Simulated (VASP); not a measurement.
# CaSe (I4/mmm) in VASP: further runs

CaSe is run at these levels: PBE; tasks: single point.

Everything below comes from runs of VASP 6.6.1. Logs are shortened: lines on timing, memory, paths and dates and some standing lists are left out, and cuts for length are marked.

### Step 1. The cell of the first run

Symmetry: I4/mmm, No. 139, tetragonal system. Conventional cell: a = 4.239 Å, b = 4.239 Å, c = 5.915 Å, α = 90.00°, β = 90.00°, γ = 90.00°. Within 3.9 Å of Ca (site symmetry 4/mmm) lie 6 Se at 2.96 to 3.00 Å. Within 3.9 Å of Se (site symmetry 4/mmm) lie 6 Ca at 2.96 to 3.00 Å.

### Step 2. Single point, PBE (epitaxial xy strain +1.0%)

The input, INCAR:

```
SYSTEM = CaSe
ALGO     = Normal         ! electronic algorithm
EDIFF    = 1E-7           ! SCF threshold, eV
ENCUT    = 520            ! plane-wave cutoff, eV
GGA      = PE             ! functional
ISIF     = 2              ! what is computed and relaxed
ISMEAR   = -1             ! smearing method
LASPH    = .True.         ! aspherical terms in the spheres
LCHARG   = .True.         ! write CHGCAR
LELF     = .True.         ! ELF
LREAL    = .False.        ! projectors in reciprocal space
LVHAR    = .True.       
LWAVE    = .False.        ! write WAVECAR
NBANDS   = 15             ! bands
NELM     = 100            ! most SCF steps
PREC     = Accurate       ! precision mode
SIGMA    = 0.02           ! smearing width, eV
```

The input, KPOINTS:

```
k-points
0
Gamma
  8 8 8
  0 0 0
```

The input, POSCAR:

```
CaSe
1.0
    0.0000000000      2.9972104638      2.9573152465
    2.9972104638      0.0000000000      2.9573152465
    2.9972104638      2.9972104638      0.0000000000
Ca Se
1 1
Direct
    0.0000000000      0.0000000000      0.0000000000
    0.5000000000      0.5000000000      0.5000000000
```

Potentials or basis: VASP PAW PBE potentials, release 64 (Ca_sv, Se).

The run is started by

```sh
> cat potpaw_PBE.64/Ca_sv/POTCAR potpaw_PBE.64/Se/POTCAR > POTCAR
> mpirun -np 1 vasp_std > vasp.out
```

OUTCAR:

```text
SYSTEM = CaSe
   EDIFF = 1E-7
   ENCUT = 520
   GGA = PE
   ISIF = 2
   ISMEAR = -1
   LASPH = .True.
   LREAL = .False.
   NELM = 100
   PREC = Accurate

 ion  position               nearest neighbor table
   1  0.000  0.000  0.000-   2 2.96   2 2.96
   2  0.500  0.500  0.500-   1 2.96   1 2.96

  LATTYP: Found a body centered tetragonal cell.
 ALAT       =     4.2386956872
 C/A-ratio  =     1.3953892729

  Lattice vectors:

 A1 = (   0.0000000000,  -2.9972104638,  -2.9573152465)
 A2 = (   0.0000000000,   2.9972104638,  -2.9573152465)
 A3 = (   2.9972104638,   0.0000000000,   2.9573152465)

Analysis of symmetry for initial positions (statically):
=====================================================================
 Subroutine PRICEL returns:
 Original cell was already a primitive cell.

 Routine SETGRP: Setting up the symmetry group for a
 body centered tetragonal supercell.

 Subroutine GETGRP returns: Found 16 space group operations
 (whereof 16 operations were pure point group operations)
 out of a pool of 16 trial point group operations.

The static configuration has the point symmetry D_4h.

Analysis of symmetry for dynamics (positions and initial velocities):
=====================================================================
 Subroutine PRICEL returns:
 Original cell was already a primitive cell.

 Routine SETGRP: Setting up the symmetry group for a
 body centered tetragonal supercell.

 Subroutine GETGRP returns: Found 16 space group operations
 (whereof 16 operations were pure point group operations)
 out of a pool of 16 trial point group operations.

The dynamic configuration has the point symmetry D_4h.

 Subroutine INISYM returns: Found 16 space group operations
 (whereof 16 operations are pure point group operations),
 and found     1 'primitive' translations

----------------------------------------------------------------------------------------

                                     Primitive cell

  volume of cell :      53.1327

  direct lattice vectors                    reciprocal lattice vectors
     0.000000000  2.997210464  2.957315246    -0.166821785  0.166821785  0.169072269
     2.997210464  0.000000000  2.957315246     0.166821785 -0.166821785  0.169072269
     2.997210464  2.997210464  0.000000000     0.166821785  0.166821785 -0.169072269

  length of vectors
     4.210580011  4.210580011  4.238695687     0.290248942  0.290248942  0.290248942

  position of ions in fractional coordinates (direct lattice)
     0.000000000  0.000000000  0.000000000
     0.500000000  0.500000000  0.500000000

  ion indices of the primitive-cell ions
   primitive index   ion index
                 1           1
                 2           2

----------------------------------------------------------------------------------------

 KPOINTS: k-points

Automatic generation of k-mesh.
 Grid dimensions read from file:
 generate k-points for:    8    8    8

 Generating k-lattice:

  Cartesian coordinates                     Fractional coordinates (reciprocal lattice)
    -0.020852723  0.020852723  0.021134034     0.125000000  0.000000000  0.000000000
     0.020852723 -0.020852723  0.021134034     0.000000000  0.125000000  0.000000000
     0.020852723  0.020852723 -0.021134034     0.000000000  0.000000000  0.125000000

  Length of vectors
     0.036281118  0.036281118  0.036281118

  Shift w.r.t. Gamma in fractional coordinates (k-lattice)
     0.000000000  0.000000000  0.000000000

 Subroutine IBZKPT returns following result:
 ===========================================

 Found     59 irreducible k-points:

 Following reciprocal coordinates:
            Coordinates               Weight
  0.000000  0.000000  0.000000      1.000000
  0.125000 -0.000000  0.000000      8.000000
  0.250000 -0.000000  0.000000      8.000000
  0.375000 -0.000000  0.000000      8.000000
  0.500000 -0.000000  0.000000      4.000000
  0.125000  0.125000  0.000000      2.000000
[... 16 lines left out ...]
  0.250000 -0.000000  0.125000     16.000000
  0.375000 -0.000000  0.125000     16.000000
 [... further k-points ...]
   k-points           NKPTS =     59   k-points in BZ     NKDIM =     59   number of bands    NBANDS=     15
   number of dos      NEDOS =    301   number of ions     NIONS =      2
   total plane-waves  NPLWV =  32768
   dimension x,y,z NGX =    32 NGY =   32 NGZ =   32
   dimension x,y,z NGXF=    64 NGYF=   64 NGZF=   64
   ions per type =               1   1
   NGX,Y,Z   is equivalent  to a cutoff of  12.63, 12.63, 12.55 a.u.
   NGXF,Y,Z  is equivalent  to a cutoff of  25.27, 25.27, 25.10 a.u.
 SYSTEM =  CaSe
   PREC   = accura    normal or accurate (medium, high low for compatibility)
   ISTART =      0    job   : 0-new  1-cont  2-samecut
   ICHARG =      2    charge: 1-file 2-atom 10-const
   ISPIN  =      1    spin polarized calculation?
   LNONCOLLINEAR =      F non collinear calculations
   LSORBIT =      F    spin-orbit coupling
   LASPH  =      T    aspherical Exc in radial PAW
   ENCUT  =  520.0 eV  38.22 Ry    6.18 a.u.   7.83  7.83  7.88*2*pi/ulx,y,z
   NELM   =    100;   NELMIN=  2; NELMDL= -5     # of ELM steps
   EDIFF  = 0.1E-06   stopping-criterion for ELM
   LREAL  =      F    real-space projection
   EDIFFG = 0.1E-05   stopping-criterion for IOM
   NSW    =      0    number of steps for IOM
   IBRION =     -1    ionic relax: 0-MD 1-quasi-New 2-CG
   NFREE  =      0    steps in history (QN), initial steepest desc. (CG)
   ISIF   =      2    stress and relaxation
   ISYM   =      2    0-nonsym 1-usesym 2-fastsym
   POTIM  = 0.5000    time-step for ionic-motion
   TEBEG  =    0.0;   TEEND  =   0.0 temperature during run
   PSTRESS=    0.0 pullay stress
   NELECT =      16.0000    total number of electrons
   NUPDOWN=      -1.0000    fix difference up-down
   EMIN   =  10.00;   EMAX   =-10.00  energy-range for DOS
   EFERMI =   0.00;   METHOD = LEGACY
   ISMEAR =    -1;   SIGMA  =   0.02  broadening in eV -4-tet -1-fermi 0-gaus
   EFERMI_NEDOS =   21; number of points for ismear=-14 and -15
   IALGO  =     38    algorithm
   IMIX   =      4    mixing-type and parameters
     AMIX     =   0.40;   BMIX     =  1.00
     AMIX_MAG =   1.60;   BMIX_MAG =  1.00
  volume/ion in A,a.u.               =      26.57       179.28
  Fermi-wavevector in a.u.,A,eV,Ry     =   1.097305  2.073606 16.382487  1.204079
  Thomas-Fermi vector in A             =   2.233663
   LORBIT       =      0    0 simple, 1 ext, 2 COOP (PROOUT), +10 PAW based schemes
   GGA     = PE    functional components
   LHFCALC =     F    Hartree Fock is set to
   AEXX    =    0.0000 exact exchange contribution
   IVDW    =     0    specifies the selected vdW correction
   LEPSILON=     F    determine dielectric tensor
   LRPA    =     F    only Hartree local field effects (RPA)
 non-spin polarized calculation
  energy-cutoff  :      520.00
  volume of cell :       53.13
 maximum number of plane-waves:      1441
   NGX = 15   NGY = 15   NGZ = 15

 number of electron      15.9999997 magnetization

 Free energy of the ion-electron system (eV)
  ---------------------------------------------------
  ext. energy  EPLUGINS =         0.00000000
  ---------------------------------------------------
  free energy    TOTEN  =        -9.48425764 eV

  energy without entropy =       -9.48425764  energy(sigma->0) =       -9.48425764

 E-fermi :   2.6968     XC(G=0):  -9.0437

 val. band max:        2.2682388537   @ k =   0.0000   0.0000   0.0000
 cond. band min:       4.3461936566   @ k =   0.5000   0.5000   0.0000
 fundamental gap:      2.0779548029
 Fermi energy:         2.6968455068

 k-point     1 :       0.0000    0.0000    0.0000
  band No.  band energies     occupation
      1     -37.5639      2.00000
      2     -18.5546      2.00000
      3     -18.5546      2.00000
      4     -18.5504      2.00000
      5      -9.4430      2.00000
      6       2.2649      2.00000
      7       2.2649      2.00000
      8       2.2682      2.00000
      9       5.4601      0.00000
     10       5.9515      0.00000
     11       5.9515      0.00000
     12       6.0365      0.00000
     13       6.5004      0.00000
     14       6.5533      0.00000
     15      11.9436      0.00000

 k-point     2 :       0.1250   -0.0000    0.0000
  band No.  band energies     occupation
      1     -37.5631      2.00000
      2     -18.5684      2.00000
      3     -18.5558      2.00000
      4     -18.5526      2.00000
      5      -9.3562      2.00000
      6       1.5181      2.00000
      7       2.0371      2.00000
      8       2.0407      2.00000
      9       5.8287      0.00000
     10       6.1606      0.00000
     11       6.2060      0.00000
     12       6.4730      0.00000
     13       6.8846      0.00000
     14       6.9500      0.00000
     15      12.0682      0.00000

 k-point     3 :       0.2500   -0.0000    0.0000
  band No.  band energies     occupation
      1     -37.5610      2.00000
      2     -18.6042      2.00000
      3     -18.5587      2.00000
      4     -18.5548      2.00000
      5      -9.1365      2.00000
      6       0.3181      2.00000
      7       1.5970      2.00000
      8       1.6017      2.00000
      9       5.9674      0.00000
     10       6.6681      0.00000
     11       6.6970      0.00000
     12       7.7932      0.00000
     13       7.8308      0.00000
     14       7.9570      0.00000
     15      11.5284      0.00000
[... 343 lines left out ...]
 k-point    23 :       0.2500   -0.0000    0.1250
  band No.  band energies     occupation
      1     -37.5612      2.00000
      2     -18.5931      2.00000
      3     -18.5618      2.00000
      4     -18.5583      2.00000
      5      -9.1749      2.00000
      6       0.5082      2.00000
      7       1.6424      2.00000
      8       1.7459      2.00000
      9       5.6078      0.00000
     10       6.5585      0.00000
     11       6.8448      0.00000
     12       7.2072      0.00000
     13       7.2680      0.00000
     14       8.7657      0.00000
     15      11.7233      0.00000

 k-point    24 :       0.3750   -0.0000    0.1250
  band No.  band energies     occupation
      1     -37.5591      2.00000
      2     -18.6258      2.00000
      3     -18.5653      2.00000
      4     -18.5616      2.00000
      5      -8.9571      2.00000
      6      -0.2817      2.00000
      7       1.1770      2.00000
      8       1.3821      2.00000
      9       5.9334      0.00000
     10       7.2464      0.00000
     11       7.4283      0.00000
     12       7.9816      0.00000
     13       8.1030      0.00000
     14       9.3961      0.00000
     15      10.6445      0.00000

 [... further k-points ...]

------------------------ aborting loop because EDIFF is reached ----------------------------------------

  FORCE on cell =-STRESS in cart. coord.  units (eV):
  Direction    XX          YY          ZZ          XY          YZ          ZX
  --------------------------------------------------------------------------------------
  -------------------------------------------------------------------------------------
  Total       -0.1442143     -0.1442143      0.2401879      0.0000000      0.0000000      0.0000000
  in kB       -4.3486733     -4.3486733      7.2426859      0.0000000      0.0000000      0.0000000
  external PRESSURE =      -0.4848869 kB  Pullay stress =       0.0000000 kB

 VOLUME and BASIS-vectors are now :
 -----------------------------------------------------------------------------
  energy-cutoff  :      520.00
  volume of cell :       53.13
      direct lattice vectors                 reciprocal lattice vectors
     0.000000000  2.997210464  2.957315246    -0.166821785  0.166821785  0.169072269
     2.997210464  0.000000000  2.957315246     0.166821785 -0.166821785  0.169072269
     2.997210464  2.997210464  0.000000000     0.166821785  0.166821785 -0.169072269

 POSITION                                       TOTAL-FORCE (eV/Angst)
 -----------------------------------------------------------------------------------
      0.00000      0.00000      0.00000        -0.000000     -0.000000      0.000000
      2.99721      2.99721      2.95732         0.000000      0.000000      0.000000
 -----------------------------------------------------------------------------------
    total drift:                                0.000000     -0.000000     -0.000000

  FREE ENERGIE OF THE ION-ELECTRON SYSTEM (eV)
  ---------------------------------------------------
  free  energy   TOTEN  =        -9.4842576447 eV

  energy  without entropy=       -9.4842576447  energy(sigma->0) =       -9.48425764
```

Run time: 25 s. Hardware: 1 thread of AMD EPYC 9R45 (Zen 5), shared host; peak memory 0.17 GiB.

What came out:

```yaml
Free_energy: -9.4843 eV
Pressure: 0.0 GPa
Band_gap_on_the_k_mesh: 2.08 eV, indirect (least direct gap 2.97 eV)
```

Levels at points of the mesh, in eV from the valence-band top:
```
           k point  band 4  band 5  band 6  band 7  band 8  band 9  band 10  band 11  band 12  band 13
(0.00, 0.00, 0.00)  -20.82  -11.71    0.00    0.00    0.00    3.19     3.68     3.68     3.77     4.23
(0.50, 0.00, 0.00)  -20.83  -11.06   -3.19   -1.15   -1.14    4.47     5.40     5.43     5.45     7.30
(0.50, 0.50, 0.00)  -20.85  -11.15   -2.43   -0.94   -0.94    2.08     4.92     5.01     5.93     5.95
(0.50, 0.00, 0.50)  -20.85  -11.17   -2.47   -0.91   -0.88    2.09     4.91     5.02     5.90     5.93
```

Caveat: the cell differs from its parent crystal (epitaxial xy strain +1.0%). A k mesh can miss the band edges.

(Continued in part 2 of 2.)
